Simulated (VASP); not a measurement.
# CaO (P6_3/mmc) in VASP: notebook

Aim: see how the results for CaO move with the level of theory and the settings. Levels: PBEsol, PBE. Tasks: vibrations by perturbation theory, dielectric tensor.

Program: VASP 6.6.1. These are calculated values, not measurements. Logs are shortened: lines on timing, memory, paths and dates and some standing lists are left out, and cuts for length are marked.

### 1 The cell of the first run

The structure is hexagonal, space group P6_3/mmc (No. 194). The conventional cell has a = 3.956 Å, b = 3.956 Å, c = 4.743 Å, α = 90.00°, β = 90.00°, γ = 120.00°. Within 3.0 Å of Ca (site symmetry -6m2) lie 5 O at 2.28 to 2.37 Å. O (site symmetry -6m2) has 5 Ca at 2.28 to 2.37 Å within 3.0 Å.

### 2 Vibrations by perturbation theory, PBEsol

INCAR reads:

```
SYSTEM = CaO
  PREC = Accurate
  ENCUT = 520
  EDIFF = 1E-8
  ISMEAR = 0
  SIGMA = 0.01
  LREAL = .False.
  LASPH = .True.
  NELM = 60
  ALGO = Normal
  ISIF = 2
  LWAVE = .False.
  LCHARG = .False.
  GGA = PS
  IBRION = 8
  NSW = 1
  LEPSILON = .True.
```

KPOINTS reads:

```
regular mesh
0
Gamma
  6 6 4
  0 0 0
```

POSCAR reads:

```
CaO
1.0
    3.9562816613      0.0000000000      0.0000000000
   -1.9781408306      3.4262404232      0.0000000000
    0.0000000000      0.0000000000      4.7432434865
Ca O
2 2
Direct
    0.3333333333      0.6666666667      0.2500000000
    0.6666666667      0.3333333333      0.7500000000
    0.6666666667      0.3333333333      0.2500000000
    0.3333333333      0.6666666667      0.7500000000
```

Potentials or basis: VASP PAW PBE potentials, release 64 (Ca_sv, O).

On the command line:

```bash
$ cat potpaw_PBE.64/Ca_sv/POTCAR potpaw_PBE.64/O/POTCAR > POTCAR
$ mpirun -np 1 vasp_std > vasp.out
```

OUTCAR:

```text
SYSTEM = CaO
   PREC = Accurate
   ENCUT = 520
   EDIFF = 1E-8
   ISMEAR = 0
   LREAL = .False.
   LASPH = .True.
   NELM = 60
   ISIF = 2
   GGA = PS
   IBRION = 8
   NSW = 1
   LEPSILON = .True.

 ion  position               nearest neighbor table
   1  0.333  0.667  0.250-   3 2.28   3 2.28   3 2.28   4 2.37   4 2.37
   2  0.667  0.333  0.750-   4 2.28   4 2.28   4 2.28   3 2.37   3 2.37
   3  0.667  0.333  0.250-   1 2.28   1 2.28   1 2.28   2 2.37   2 2.37
   4  0.333  0.667  0.750-   2 2.28   2 2.28   2 2.28   1 2.37   1 2.37

  LATTYP: Found a hexagonal cell.
 ALAT       =     3.9562816613
 C/A-ratio  =     1.1989145093

  Lattice vectors:

 A1 = (   3.9562816613,   0.0000000000,   0.0000000000)
 A2 = (  -1.9781408306,   3.4262404232,   0.0000000000)
 A3 = (   0.0000000000,   0.0000000000,   4.7432434865)

Analysis of symmetry for initial positions (statically):
=====================================================================
 Subroutine PRICEL returns:
 Original cell was already a primitive cell.

 Routine SETGRP: Setting up the symmetry group for a
 hexagonal supercell.

 Subroutine GETGRP returns: Found 24 space group operations
 (whereof 12 operations were pure point group operations)
 out of a pool of 24 trial point group operations.

The static configuration has the point symmetry D_3d.
 The point group associated with its full space group is D_6h.

Analysis of symmetry for dynamics (positions and initial velocities):
=====================================================================
 Subroutine PRICEL returns:
 Original cell was already a primitive cell.

 Routine SETGRP: Setting up the symmetry group for a
 hexagonal supercell.

[... 753 lines left out ...]
 ---------------------------------------------------------------------------------
 ion    1
    1     2.05678     0.00000     0.00000
    2     0.00000     2.05678     0.00000
    3    -0.00000    -0.00000     2.36551
 ion    2
    1     2.05678     0.00000     0.00000
    2     0.00000     2.05678     0.00000
    3     0.00000    -0.00000     2.36551
 ion    3
    1    -2.05678    -0.00000     0.00000
    2    -0.00000    -2.05678     0.00000
    3     0.00000     0.00000    -2.36551
 ion    4
    1    -2.05678    -0.00000     0.00000
    2    -0.00000    -2.05678     0.00000
    3     0.00000    -0.00000    -2.36551

 INTERNAL STRAIN TENSOR FOR ION    4 for displacements in x,y,z  (eV/Angst):
          X           Y           Z          XY          YZ          ZX
  --------------------------------------------------------------------------------
  x    -0.00000     0.00000    -0.00000    -5.18703     0.00000     0.00000
  y    -5.18703     5.18703    -0.00000     0.00000     0.00000     0.00000
  z     0.00000    -0.00000     0.00000    -0.00000     0.00000    -0.00000

 SECOND DERIVATIVES (NOT SYMMETRIZED)
 ------------------------------------
               1X          1Y          1Z          2X          2Y          2Z          3X          3Y          3Z          4X          4Y          4Z
  1X    -7.738127   -0.000000    0.000000    1.482259    0.000000    0.000000    5.143947    0.000000    0.000000    1.111920    0.000000    0.000000
  1Y    -0.000000   -7.738127    0.000000    0.000000    1.482259    0.000000    0.000000    5.143947    0.000000    0.000000    1.111920    0.000000
  1Z    -0.000000    0.000000   -8.427945    0.000000   -0.000000    5.041480    0.000000    0.000000    1.882283   -0.000000    0.000000    1.504183
  2X     1.482259    0.000000    0.000000   -7.738127   -0.000000    0.000000    1.111920    0.000000    0.000000    5.143947    0.000000    0.000000
  2Y     0.000000    1.482259    0.000000   -0.000000   -7.738127    0.000000    0.000000    1.111920    0.000000    0.000000    5.143947    0.000000
  2Z     0.000000   -0.000000    5.041480   -0.000000    0.000000   -8.427945   -0.000000    0.000000    1.504183    0.000000    0.000000    1.882283
  3X     5.070400    0.000000    0.000000    1.118694    0.000000    0.000000   -6.637366   -0.000000    0.000000    0.448272    0.000000    0.000000
  3Y     0.000000    5.070400    0.000000    0.000000    1.118694    0.000000   -0.000000   -6.637366    0.000000    0.000000    0.448272    0.000000
  3Z     0.000000   -0.000000    1.899474    0.000000    0.000000    1.442613    0.000000    0.000000   -5.624022   -0.000000    0.000000    2.281935
  4X     1.118694    0.000000    0.000000    5.070400    0.000000    0.000000    0.448272    0.000000    0.000000   -6.637366   -0.000000    0.000000
  4Y     0.000000    1.118694    0.000000    0.000000    5.070400    0.000000    0.000000    0.448272    0.000000   -0.000000   -6.637366    0.000000
  4Z     0.000000    0.000000    1.442613    0.000000   -0.000000    1.899474   -0.000000    0.000000    2.281935    0.000000    0.000000   -5.624022

 Eigenvectors and eigenvalues of the dynamical matrix
 ----------------------------------------------------

   1 f  =   11.519038 THz    72.376250 2PiTHz  384.233746 cm-1    47.638892 meV
             X         Y         Z           dx          dy          dz
     -0.000000  2.284160  1.185811     0.298417    0.233888    0.000000
      1.978141  1.142080  3.557433     0.298417    0.233888   -0.000000
      1.978141  1.142080  1.185811    -0.469768   -0.368187   -0.000000
     -0.000000  2.284160  3.557433    -0.469768   -0.368187    0.000000
[... 71 lines left out ...]
  12 f/i=    0.027973 THz     0.175762 2PiTHz    0.933091 cm-1     0.115688 meV
             X         Y         Z           dx          dy          dz
     -0.000000  2.284160  1.185811    -0.489883   -0.340967    0.000000
      1.978141  1.142080  3.557433    -0.489883   -0.340967    0.000000
      1.978141  1.142080  1.185811    -0.311194   -0.216597    0.000000
     -0.000000  2.284160  3.557433    -0.311194   -0.216597    0.000000

--------------------------------------------------------------------------------------------------------

 MACROSCOPIC STATIC DIELECTRIC TENSOR IONIC CONTRIBUTION
 ------------------------------------------------------
           3.826670     0.000000    -0.000000
           0.000000     3.826670    -0.000000
          -0.000000    -0.000000     9.361922
 ------------------------------------------------------

 ELASTIC MODULI CONTR FROM IONIC RELAXATION (kBar)
 Direction    XX          YY          ZZ          XY          YZ          ZX
 --------------------------------------------------------------------------------
 XX        -298.7103    298.7103     -0.0000     -0.0000      0.0000     -0.0000
 YY         298.7103   -298.7103      0.0000     -0.0000     -0.0000      0.0000
 ZZ          -0.0000      0.0000     -0.0000     -0.0000     -0.0000      0.0000
 XY          -0.0000     -0.0000     -0.0000   -298.7103     -0.0000      0.0000
 YZ           0.0000     -0.0000     -0.0000     -0.0000     -0.0000      0.0000
 ZX          -0.0000      0.0000      0.0000      0.0000      0.0000     -0.0000
 --------------------------------------------------------------------------------

 PIEZOELECTRIC TENSOR IONIC CONTR  for field in x, y, z        (C/m^2)
          XX          YY          ZZ          XY          YZ          ZX
  --------------------------------------------------------------------------------
  x     0.00000    -0.00000     0.00000     0.00000     0.00000    -0.00000
  y    -0.00000     0.00000    -0.00000    -0.00000    -0.00000     0.00000
  z    -0.00000     0.00000    -0.00000    -0.00000    -0.00000     0.00000
```

OSZICAR:

```text
N       E                     dE             d eps       ncg     rms          rms(c)
DAV:   1     0.330992434830E+03    0.33099E+03   -0.16870E+04   840   0.160E+03
DAV:   2     0.137045417123E+01   -0.32962E+03   -0.31433E+03   960   0.439E+02
DAV:   3    -0.296945383529E+02   -0.31065E+02   -0.30746E+02  1360   0.123E+02
DAV:   4    -0.307881111066E+02   -0.10936E+01   -0.10917E+01  1172   0.218E+01
[... 303 lines left out ...]
RMM:  11    -0.372436603698E+00    0.23154E-06   -0.46776E-07  2191   0.694E-04    0.661E-05
RMM:  12    -0.372436219374E+00    0.38432E-06   -0.10066E-06  2142   0.444E-04    0.103E-05
RMM:  13    -0.372436345715E+00   -0.12634E-06   -0.87919E-07  2253   0.304E-04    0.145E-05
RMM:  14    -0.372436458731E+00   -0.11302E-06    0.85258E-08  2222   0.246E-04    0.420E-06
RMM:  15    -0.372436457050E+00    0.16810E-08   -0.51782E-08  2290   0.216E-04    0.209E-06
 Linear response finished
```

stdout:

```text
POSCAR found type information on POSCAR CaO
 POSCAR found :  2 types and       4 ions
 scaLAPACK will be used
 -----------------------------------------------------------------------------
|                                                                             |
|                                                                             |
[... 47 lines left out ...]
 first order change of Fermi-energy   0.26552E-03
 force on displaced ion       3 direction 1 :  -6.637   0.002   0.000
 Born effective charge ion    3 direction 1 :  -2.057  -0.000   0.000
 Linear response progress:
 first order change of Fermi-energy  -0.17431E-01
 force on displaced ion       3 direction 3 :   0.000  -0.000  -5.624
 Born effective charge ion    3 direction 3 :   0.000   0.000  -2.370
 Born effective charges drift removed
 Linear response finished
```

Wall time 11 min (1 thread of Intel Xeon 6975P-C (Granite Rapids), shared host); peak memory 0.37 GiB.

Results:

| Item | Value |
| --- | --- |
| Electronic dielectric tensor (diagonal) | 3.37, 3.37, 3.48 |
| Born charges (mean of the diagonal) | Ca +2.16; O -2.16 e |
| Highest phonon frequency at Γ, LO-TO splitting left out | 384 cm⁻¹ |

Phonon frequencies in cm⁻¹ (negative: imaginary):
```csv
q point,frequencies
"(0.000, 0.000, 0.000)",-1 -1 -1 199 199 282 302 367 378 378 384 384
```

Electronic dielectric tensor:
```
3.37 0.00 0.00
0.00 3.37 0.00
0.00 0.00 3.48
```

Born effective charge tensors (e):
atom 1, Ca
```
2.06 0.00 0.00
0.00 2.06 0.00
0.00 0.00 2.37
```
atom 2, Ca
```
2.06 0.00 0.00
0.00 2.06 0.00
0.00 0.00 2.37
```
atom 3, O
```
-2.06  0.00  0.00
 0.00 -2.06  0.00
 0.00  0.00 -2.37
```
atom 4, O
```
-2.06  0.00  0.00
 0.00 -2.06  0.00
 0.00  0.00 -2.37
```

Caveat: the PAW data sets were made with another functional, which shifts forces and pressure a little.

### 3 Dielectric tensor, PBE

This run uses another cell than the first one, of 16.37 Å³/atom.

INCAR reads:

```
SYSTEM = CaO
PREC = Accurate
ENCUT = 520
EDIFF = 1E-8
ISMEAR = 0
SIGMA = 0.01
LREAL = .FALSE.
LASPH = .TRUE.
NELM = 100
ALGO = Normal
ISIF = 2
LWAVE = .FALSE.
LCHARG = .FALSE.
GGA = PE
LEPSILON = .TRUE.
```

KPOINTS reads:

```
Automatic mesh
0
G
  6 6 4
  0 0 0
```

POSCAR reads:

```
CaO
1.0
    3.9810268624      0.0000000000      0.0000000000
   -1.9905134312      3.4476703960      0.0000000000
    0.0000000000      0.0000000000      4.7701156015
Ca O
2 2
Direct
    0.3333333333      0.6666666667      0.2500000000
    0.6666666667      0.3333333333      0.7500000000
    0.6666666667      0.3333333333      0.2500000000
    0.3333333333      0.6666666667      0.7500000000
```

Potentials or basis: VASP PAW PBE potentials, release 64 (Ca_sv, O).

On the command line:

```bash
$ cat potpaw_PBE.64/Ca_sv/POTCAR potpaw_PBE.64/O/POTCAR > POTCAR
$ mpirun -np 1 vasp_std > vasp.out
```

OUTCAR:

```text
SYSTEM = CaO
   PREC = Accurate
   ENCUT = 520
   EDIFF = 1E-8
   ISMEAR = 0
   LREAL = .FALSE.
   LASPH = .TRUE.
   NELM = 100
   ISIF = 2
   GGA = PE
   LEPSILON = .TRUE.

 ion  position               nearest neighbor table
   1  0.333  0.667  0.250-   3 2.30   3 2.30   3 2.30   4 2.39   4 2.39
   2  0.667  0.333  0.750-   4 2.30   4 2.30   4 2.30   3 2.39   3 2.39
   3  0.667  0.333  0.250-   1 2.30   1 2.30   1 2.30   2 2.39   2 2.39
   4  0.333  0.667  0.750-   2 2.30   2 2.30   2 2.30   1 2.39   1 2.39

  LATTYP: Found a hexagonal cell.
 ALAT       =     3.9810268624
 C/A-ratio  =     1.1982123624

  Lattice vectors:

 A1 = (   3.9810268624,   0.0000000000,   0.0000000000)
 A2 = (  -1.9905134312,   3.4476703960,   0.0000000000)
 A3 = (   0.0000000000,   0.0000000000,   4.7701156015)

[... 739 lines left out ...]
           0.000000     3.318342     0.000000
           0.000000    -0.000000     3.425252
 ------------------------------------------------------

 PIEZOELECTRIC TENSOR (including local field effects)  for field in x, y, z        (e  Angst)
          XX          YY          ZZ          XY          YZ          ZX
  --------------------------------------------------------------------------------
  x     0.00000     0.00000     0.00000     0.00000     0.00000     0.00000
  y     0.00000     0.00000     0.00000     0.00000     0.00000     0.00000
  z     0.00000     0.00000     0.00000     0.00000     0.00000     0.00000

 PIEZOELECTRIC TENSOR (including local field effects)  for field in x, y, z        (C/m^2)
          XX          YY          ZZ          XY          YZ          ZX
  --------------------------------------------------------------------------------
  x     0.00000     0.00000     0.00000     0.00000     0.00000     0.00000
  y     0.00000     0.00000     0.00000     0.00000     0.00000     0.00000
  z     0.00000     0.00000     0.00000     0.00000     0.00000     0.00000

 BORN EFFECTIVE CHARGES (including local field effects) (in |e|, cummulative output)
 ---------------------------------------------------------------------------------
 ion    1
    1     2.05797     0.00000     0.00000
    2     0.00000     2.05797     0.00000
    3     0.00000     0.00000     2.36377
 ion    2
    1     2.05797     0.00000     0.00000
    2     0.00000     2.05797     0.00000
    3     0.00000     0.00000     2.36377
 ion    3
    1    -2.05797     0.00000     0.00000
    2     0.00000    -2.05797     0.00000
    3     0.00000     0.00000    -2.36377
 ion    4
    1    -2.05797     0.00000     0.00000
    2     0.00000    -2.05797     0.00000
    3     0.00000     0.00000    -2.36377
```

stdout:

```text
POSCAR found type information on POSCAR CaO
 POSCAR found :  2 types and       4 ions
 scaLAPACK will be used
 LDA part: xc-table for (Slater+PW92), standard interpolation
 POSCAR, INCAR and KPOINTS ok, starting setup
 FFT: planning ... GRIDC
 FFT: planning ... GRID_SOFT
 FFT: planning ... GRID
 WAVECAR not read
 entering main loop
 Linear response reoptimize wavefunctions to high precision
 Linear response G [H, r] |phi>, progress :
  Direction:   1
 Linear response G [H, r] |phi>, progress :
  Direction:   2
 Linear response G [H, r] |phi>, progress :
  Direction:   3
 Linear response to external field (no local field effect), progress :
  Direction:   1
 dielectric tensor                  component  1 :     3.598    -0.001    -0.027
 Linear response to external field (no local field effect), progress :
  Direction:   2
 dielectric tensor                  component  2 :    -0.001     3.495     0.007
 Linear response to external field (no local field effect), progress :
  Direction:   3
 dielectric tensor                  component  3 :    -0.027     0.007     3.523
 Linear response to external field, progress :
  Direction:   1
 dielectric tensor                  component  1 :     3.318    -0.048    -0.030
 Linear response to external field, progress :
  Direction:   2
 dielectric tensor                  component  2 :    -0.048     3.318    -0.014
 Linear response to external field, progress :
  Direction:   3
 dielectric tensor                  component  3 :    -0.029     0.006     3.425
 Born effective charges drift removed
```

It took 17 min on 1 thread of Intel Xeon 8259CL, shared host; peak memory 0.27 GiB.

What came out:

| Item | Value |
| --- | --- |
| Band gap on the k mesh | 3.19 eV |
| Electronic dielectric tensor (diagonal) | 3.32, 3.32, 3.43 |
| Born charges (mean of the diagonal) | Ca +2.16; O -2.16 e |

Levels at points of the mesh, in eV from the valence-band top:
```csv
k point,band 14,band 15,band 16,band 17,band 18,band 19
"(0.00, 0.00, 0.00)",-1.17,-1.09,0.00,3.19,6.15,6.15
"(0.50, 0.00, 0.00)",-0.84,-0.60,-0.39,4.69,5.26,5.27
"(0.00, 0.00, 0.50)",-1.31,-1.31,-1.31,5.00,5.00,7.80
"(0.50, 0.00, 0.50)",-1.07,-0.77,-0.77,5.37,5.37,7.35
```

Electronic dielectric tensor:
```
3.32 0.00 0.00
0.00 3.32 0.00
0.00 0.00 3.43
```

Born effective charge tensors (e):
atom 1, Ca
```
2.06 0.00 0.00
0.00 2.06 0.00
0.00 0.00 2.36
```
atom 2, Ca
```
2.06 0.00 0.00
0.00 2.06 0.00
0.00 0.00 2.36
```
atom 3, O
```
-2.06  0.00  0.00
 0.00 -2.06  0.00
 0.00  0.00 -2.36
```
atom 4, O
```
-2.06  0.00  0.00
 0.00 -2.06  0.00
 0.00  0.00 -2.36
```
